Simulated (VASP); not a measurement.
# TiTe2 (Fm-3m) in VASP: a series of runs

TiTe2 is run at these levels: r2SCAN, PBEsol, LDA; tasks: single point, relaxation of cell and atoms.

All numbers are computed with VASP 6.6.1; they aren't measurements. Logs are shortened: lines on timing, memory, paths and dates and some standing lists are left out, and cuts for length are marked.

**1. The cell of the first run**

Symmetry: Fm-3m, No. 225, cubic system. Conventional cell: a = 6.880 Å, b = 6.880 Å, c = 6.880 Å, α = 90.00°, β = 90.00°, γ = 90.00°. Within 3.9 Å of Ti (site symmetry m-3m) lie 8 Te at 2.98 Å. Within 3.9 Å of Te (site symmetry -43m) lie 4 Ti at 2.98 Å and 6 Te at 3.44 Å.

**2. Single point, r2SCAN**

File POSCAR:

```
TiTe2
1.0
    0.0000000000      3.4401227511      3.4401227511
    3.4401227511      0.0000000000      3.4401227511
    3.4401227511      3.4401227511      0.0000000000
Ti Te
1 2
Direct
    0.0000000000      0.0000000000      0.0000000000
    0.2500000000      0.2500000000      0.2500000000
    0.7500000000      0.7500000000      0.7500000000
```

File INCAR.step1:

```
SYSTEM = TiTe2
PREC = Accurate ; ENCUT = 520
ISMEAR = -1 ; SIGMA = 0.02
LREAL = .FALSE. ; LASPH = .TRUE.
NELM = 100 ; NBANDS = 19
GGA = PE ; ALGO = Normal
EDIFF = 1E-4 ; LWAVE = .TRUE.
LCHARG = .FALSE.
```

File INCAR.step2:

```
SYSTEM = TiTe2
PREC = Accurate ; ENCUT = 520
EDIFF = 1E-6 ; ISMEAR = -1
SIGMA = 0.02 ; LREAL = .FALSE.
LASPH = .TRUE. ; NELM = 100
ALGO = Normal ; ISIF = 2
LWAVE = .FALSE. ; LCHARG = .FALSE.
METAGGA = R2SCAN ; LMIXTAU = .TRUE.
NBANDS = 19 ; ISTART = 1
```

File KPOINTS:

```
regular mesh
0
G
  6 6 6
  0 0 0
```

Potentials or basis: VASP PAW PBE potentials, release 64 (Ti_sv, Te).

On the command line:

```
> cat potpaw_PBE.64/Ti_sv/POTCAR potpaw_PBE.64/Te/POTCAR > POTCAR
> cp INCAR.step1 INCAR
> mpirun -np 1 vasp_std > vasp.out
> cp INCAR.step2 INCAR
> mpirun -np 1 vasp_std > vasp.out
```

OUTCAR:

```text
SYSTEM = TiTe2
   PREC = Accurate
   ENCUT = 520
   EDIFF = 1E-6
   ISMEAR = -1
   LREAL = .FALSE.
   LASPH = .TRUE.
   NELM = 100
   ISIF = 2
   METAGGA = R2SCAN
   ISTART = 1

 ion  position               nearest neighbor table
   1  0.000  0.000  0.000-   3 2.98   3 2.98   3 2.98   2 2.98   3 2.98   2 2.98   2 2.98   2 2.98

   2  0.250  0.250  0.250-   1 2.98   1 2.98   1 2.98   1 2.98   3 3.44   3 3.44   3 3.44   3 3.44
                             3 3.44   3 3.44
   3  0.750  0.750  0.750-   1 2.98   1 2.98   1 2.98   1 2.98   2 3.44   2 3.44   2 3.44   2 3.44
                             2 3.44   2 3.44

  LATTYP: Found a face centered cubic cell.
 ALAT       =     6.8802455022

  Lattice vectors:

 A1 = (   0.0000000000,   3.4401227511,   3.4401227511)
 A2 = (   3.4401227511,   0.0000000000,   3.4401227511)
 A3 = (   3.4401227511,   3.4401227511,   0.0000000000)

Analysis of symmetry for initial positions (statically):
=====================================================================
 Subroutine PRICEL returns:
 Original cell was already a primitive cell.

 Routine SETGRP: Setting up the symmetry group for a
 face centered cubic supercell.

 Subroutine GETGRP returns: Found 48 space group operations
 (whereof 48 operations were pure point group operations)
 out of a pool of 48 trial point group operations.

The static configuration has the point symmetry O_h .

Analysis of symmetry for dynamics (positions and initial velocities):
=====================================================================
 Subroutine PRICEL returns:
 Original cell was already a primitive cell.

 Routine SETGRP: Setting up the symmetry group for a
 face centered cubic supercell.

 Subroutine GETGRP returns: Found 48 space group operations
 (whereof 48 operations were pure point group operations)
 out of a pool of 48 trial point group operations.

The dynamic configuration has the point symmetry O_h .

 Subroutine INISYM returns: Found 48 space group operations
 (whereof 48 operations are pure point group operations),
 and found     1 'primitive' translations

----------------------------------------------------------------------------------------

                                     Primitive cell

  volume of cell :      81.4239

  direct lattice vectors                    reciprocal lattice vectors
     0.000000000  3.440122751  3.440122751    -0.145343651  0.145343651  0.145343651
     3.440122751  0.000000000  3.440122751     0.145343651 -0.145343651  0.145343651
     3.440122751  3.440122751  0.000000000     0.145343651  0.145343651 -0.145343651

  length of vectors
     4.865068251  4.865068251  4.865068251     0.251742588  0.251742588  0.251742588

  position of ions in fractional coordinates (direct lattice)
     0.000000000  0.000000000  0.000000000
     0.250000000  0.250000000  0.250000000
     0.750000000  0.750000000  0.750000000

  ion indices of the primitive-cell ions
   primitive index   ion index
                 1           1
                 2           2
                 3           3

----------------------------------------------------------------------------------------

 KPOINTS: regular mesh

Automatic generation of k-mesh.
 Grid dimensions read from file:
 generate k-points for:    6    6    6

 Generating k-lattice:

  Cartesian coordinates                     Fractional coordinates (reciprocal lattice)
    -0.024223942  0.024223942  0.024223942     0.166666667  0.000000000  0.000000000
     0.024223942 -0.024223942  0.024223942     0.000000000  0.166666667  0.000000000
     0.024223942  0.024223942 -0.024223942     0.000000000  0.000000000  0.166666667

  Length of vectors
     0.041957098  0.041957098  0.041957098

  Shift w.r.t. Gamma in fractional coordinates (k-lattice)
     0.000000000  0.000000000  0.000000000

 Subroutine IBZKPT returns following result:
 ===========================================

 Found     16 irreducible k-points:

 Following reciprocal coordinates:
            Coordinates               Weight
  0.000000  0.000000  0.000000      1.000000
  0.166667  0.000000  0.000000      8.000000
  0.333333  0.000000  0.000000      8.000000
  0.500000  0.000000  0.000000      4.000000
  0.166667  0.166667  0.000000      6.000000
  0.333333  0.166667  0.000000     24.000000
[... 8 lines left out ...]
 -0.333333  0.333333  0.166667     24.000000
 -0.333333  0.500000  0.166667     12.000000
   k-points           NKPTS =     16   k-points in BZ     NKDIM =     16   number of bands    NBANDS=     19
   number of dos      NEDOS =    301   number of ions     NIONS =      3
   total plane-waves  NPLWV =  46656
   dimension x,y,z NGX =    36 NGY =   36 NGZ =   36
   dimension x,y,z NGXF=    72 NGYF=   72 NGZF=   72
   ions per type =               1   2
   NGX,Y,Z   is equivalent  to a cutoff of  12.30, 12.30, 12.30 a.u.
   NGXF,Y,Z  is equivalent  to a cutoff of  24.60, 24.60, 24.60 a.u.
 SYSTEM =  TiTe2
   PREC   = accura    normal or accurate (medium, high low for compatibility)
   ISTART =      1    job   : 0-new  1-cont  2-samecut
   ICHARG =      0    charge: 1-file 2-atom 10-const
   ISPIN  =      1    spin polarized calculation?
   LNONCOLLINEAR =      F non collinear calculations
   LSORBIT =      F    spin-orbit coupling
   LASPH  =      T    aspherical Exc in radial PAW
   ENCUT  =  520.0 eV  38.22 Ry    6.18 a.u.   9.05  9.05  9.05*2*pi/ulx,y,z
   NELM   =    100;   NELMIN=  2; NELMDL=  0     # of ELM steps
   EDIFF  = 0.1E-05   stopping-criterion for ELM
   LREAL  =      F    real-space projection
   EDIFFG = 0.1E-04   stopping-criterion for IOM
   NSW    =      0    number of steps for IOM
   IBRION =     -1    ionic relax: 0-MD 1-quasi-New 2-CG
   NFREE  =      0    steps in history (QN), initial steepest desc. (CG)
   ISIF   =      2    stress and relaxation
   ISYM   =      2    0-nonsym 1-usesym 2-fastsym
   POTIM  = 0.5000    time-step for ionic-motion
   TEBEG  =    0.0;   TEEND  =   0.0 temperature during run
   PSTRESS=    0.0 pullay stress
   NELECT =      24.0000    total number of electrons
   NUPDOWN=      -1.0000    fix difference up-down
   EMIN   =  10.00;   EMAX   =-10.00  energy-range for DOS
   EFERMI =   0.00;   METHOD = LEGACY
   ISMEAR =    -1;   SIGMA  =   0.02  broadening in eV -4-tet -1-fermi 0-gaus
   EFERMI_NEDOS =   21; number of points for ismear=-14 and -15
   IALGO  =     38    algorithm
   IMIX   =      4    mixing-type and parameters
     AMIX     =   0.40;   BMIX     =  1.00
     AMIX_MAG =   1.60;   BMIX_MAG =  1.00
  volume/ion in A,a.u.               =      27.14       183.16
  Fermi-wavevector in a.u.,A,eV,Ry     =   1.089502  2.058860 16.150310  1.187014
  Thomas-Fermi vector in A             =   2.225706
   LORBIT       =      0    0 simple, 1 ext, 2 COOP (PROOUT), +10 PAW based schemes
   METAGGA = R2SCAN    functional components
   LHFCALC =     F    Hartree Fock is set to
   AEXX    =    0.0000 exact exchange contribution
   IVDW    =     0    specifies the selected vdW correction
   LEPSILON=     F    determine dielectric tensor
   LRPA    =     F    only Hartree local field effects (RPA)
 non-spin polarized calculation
  energy-cutoff  :      520.00
  volume of cell :       81.42
 maximum number of plane-waves:      2210
   NGX = 19   NGY = 19   NGZ = 19

 number of electron      23.9999994 magnetization

 Free energy of the ion-electron system (eV)
  ---------------------------------------------------
  ext. energy  EPLUGINS =         0.00000000
  ---------------------------------------------------
  free energy    TOTEN  =       -64.86427350 eV

  energy without entropy =      -64.85665253  energy(sigma->0) =      -64.86046301

 E-fermi :   7.4225     XC(G=0): -10.2902

 val. band max:        7.4170964054   @ k =  -0.3333   0.3333   0.0000
 cond. band min:       7.4252109467   @ k =  -0.1667   0.1667   0.0000
 fundamental gap:      0.0081145413
 Fermi energy:         7.4224897309

 k-point     1 :       0.0000    0.0000    0.0000
  band No.  band energies     occupation
      1     -52.9881      2.00000
      2     -28.1923      2.00000
      3     -28.1922      2.00000
      4     -28.1922      2.00000
      5      -6.4430      2.00000
      6      -2.3396      2.00000
[... 11 lines left out ...]
     18      10.5452      0.00000
     19      10.5452      0.00000

 k-point     2 :       0.1667    0.0000    0.0000
  band No.  band energies     occupation
      1     -52.9881      2.00000
      2     -28.1933      2.00000
      3     -28.1924      2.00000
      4     -28.1924      2.00000
      5      -6.2306      2.00000
      6      -2.7802      2.00000
[... 11 lines left out ...]
     18      11.2989      0.00000
     19      11.3078      0.00000

 k-point     3 :       0.3333    0.0000    0.0000
  band No.  band energies     occupation
      1     -52.9880      2.00000
      2     -28.1955      2.00000
      3     -28.1928      2.00000
      4     -28.1927      2.00000
      5      -5.6303      2.00000
      6      -3.7192      2.00000
[... 11 lines left out ...]
     18      12.1381      0.00000
     19      12.7853      0.00000

 k-point     4 :       0.5000    0.0000    0.0000
  band No.  band energies     occupation
      1     -52.9879      2.00000
      2     -28.1966      2.00000
      3     -28.1929      2.00000
      4     -28.1929      2.00000
      5      -4.8250      2.00000
      6      -4.6560      2.00000
[... 231 lines left out ...]
     18      11.0504      0.00000
     19      13.4702      0.00000

 k-point    15 :      -0.3333    0.3333    0.1667
  band No.  band energies     occupation
      1     -52.9879      2.00000
      2     -28.1957      2.00000
      3     -28.1947      2.00000
      4     -28.1934      2.00000
      5      -4.5980      2.00000
      6      -4.5507      2.00000
[... 11 lines left out ...]
     18      11.8200      0.00000
     19      12.2871      0.00000

 k-point    16 :      -0.3333    0.5000    0.1667
  band No.  band energies     occupation
      1     -52.9879      2.00000
      2     -28.1961      2.00000
      3     -28.1945      2.00000
      4     -28.1937      2.00000
      5      -4.7715      2.00000
      6      -4.2152      2.00000
[... 11 lines left out ...]
     18      10.9359      0.00000
     19      13.0294      0.00000

------------------------ aborting loop because EDIFF is reached ----------------------------------------

  FORCE on cell =-STRESS in cart. coord.  units (eV):
  Direction    XX          YY          ZZ          XY          YZ          ZX
  --------------------------------------------------------------------------------------
  -------------------------------------------------------------------------------------
  Total        0.0584360      0.0584360      0.0584360      0.0000000     -0.0000000      0.0000000
  in kB        1.1498442      1.1498442      1.1498442      0.0000000     -0.0000000      0.0000000
  external PRESSURE =       1.1498442 kB  Pullay stress =       0.0000000 kB

 VOLUME and BASIS-vectors are now :
 -----------------------------------------------------------------------------
  energy-cutoff  :      520.00
  volume of cell :       81.42
      direct lattice vectors                 reciprocal lattice vectors
     0.000000000  3.440122751  3.440122751    -0.145343651  0.145343651  0.145343651
     3.440122751  0.000000000  3.440122751     0.145343651 -0.145343651  0.145343651
     3.440122751  3.440122751  0.000000000     0.145343651  0.145343651 -0.145343651

 POSITION                                       TOTAL-FORCE (eV/Angst)
 -----------------------------------------------------------------------------------
      0.00000      0.00000      0.00000         0.000000      0.000000      0.000000
      1.72006      1.72006      1.72006         0.000000     -0.000000      0.000000
      5.16018      5.16018      5.16018        -0.000000      0.000000     -0.000000
 -----------------------------------------------------------------------------------
    total drift:                               -0.000000      0.000000      0.000000

  FREE ENERGIE OF THE ION-ELECTRON SYSTEM (eV)
  ---------------------------------------------------
  free  energy   TOTEN  =       -64.8642734960 eV

  energy  without entropy=      -64.8566525334  energy(sigma->0) =      -64.86046301
```

It took 44 s on 1 thread of Intel Xeon 6975P-C (Granite Rapids), shared host; peak memory 0.21 GiB.

What came out:

```yaml
Free_energy: -64.8643 eV
Pressure: 0.1 GPa
Band_gap_on_the_k_mesh: zero (band 12 reaches 7.49 eV, above the bottom of band 13 at 7.27 eV)
```

Caveat: the PAW data sets were made with another functional, which shifts forces and pressure a little; spin-orbit coupling is left out, which moves the levels of the heavy elements.

**3. Single point, r2SCAN**

POSCAR is that of step 2.

File INCAR.step1:

```
PREC = Accurate
ENCUT = 520
ISMEAR = -1
SIGMA = 0.02
LREAL = F
LASPH = T
NELM = 100
NBANDS = 19
GGA = PE
ALGO = Normal
EDIFF = 1E-4
LWAVE = T
LCHARG = F
```

File INCAR.step2:

```
PREC = Accurate
ENCUT = 520
EDIFF = 1E-7
ISMEAR = -1
SIGMA = 0.02
LREAL = F
LASPH = T
NELM = 100
ALGO = Normal
ISIF = 2
LWAVE = F
LCHARG = F
METAGGA = R2SCAN
LMIXTAU = T
NBANDS = 19
ISTART = 1
```

File KPOINTS:

```
Automatic mesh
0
Gamma
  6 6 6
```

Potentials or basis: VASP PAW PBE potentials, release 64 (Ti_sv, Te).

On the command line:

```
> cat potpaw_PBE.64/Ti_sv/POTCAR potpaw_PBE.64/Te/POTCAR > POTCAR
> cp INCAR.step1 INCAR
> mpirun -np 1 vasp_std > vasp.out
> cp INCAR.step2 INCAR
> mpirun -np 1 vasp_std > vasp.out
```

It took 54 s on 1 thread of Intel Xeon 6975P-C (Granite Rapids), shared host; peak memory 0.22 GiB.

Results (log left out):

```yaml
Free_energy: -64.8643 eV
Pressure: 0.1 GPa
Band_gap_on_the_k_mesh: zero (band 12 reaches 7.49 eV, above the bottom of band 13 at 7.27 eV)
```

Levels at points of the mesh, in eV from the Fermi level:
| k point | band 10 | band 11 | band 12 | band 13 | band 14 | band 15 |
| --- | --- | --- | --- | --- | --- | --- |
| (0.00, 0.00, 0.00) | -0.44 | -0.44 | -0.44 | -0.08 | -0.08 | 2.03 |
| (0.50, 0.00, 0.00) | -2.97 | -2.97 | -2.64 | 0.04 | 0.04 | 0.80 |
| (0.50, 0.50, 0.00) | -1.40 | -1.40 | -0.39 | 0.34 | 0.81 | 1.70 |

Caveat: the PAW data sets were made with another functional, which shifts forces and pressure a little; spin-orbit coupling is left out, which moves the levels of the heavy elements.

[end of part 1 of 2]
